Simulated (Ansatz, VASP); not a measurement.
One calculation of Cu, two programs

```xyz
1
Lattice="0.0000 1.8256 1.8075 1.8256 0.0000 1.8075 1.8256 1.8256 0.0000" Properties=species:S:1:pos:R:3 pbc="T T T"
Cu    0.0000    0.0000    0.0000
```

Change from the starting cell: equal xx and yy strain of +1 %.

Alike in both runs: task single point; functional PBEsol; k mesh 17 × 17 × 17; occupations fermi-dirac, width 0.03 eV; no spin polarisation.

|  | VASP | Ansatz |
| --- | --- | --- |
| version | VASP 6.6.1 | Ansatz 0.2.0 |
| potentials or method | VASP PAW PBE potentials, release 64 (Cu), cutoff 520 eV | all-electron LAPW, scalar-relativistic |

```csv
,VASP,Ansatz,Ansatz less VASP
pressure (GPa),-8.6,-9.2,-0.67
"traceless stress, the component that is largest in VASP (GPa)",0.43,0.43,-0.007
```

VASP's potentials were made for PBE, not for PBEsol. Ansatz ran all-electron here, and VASP with PAW potentials.
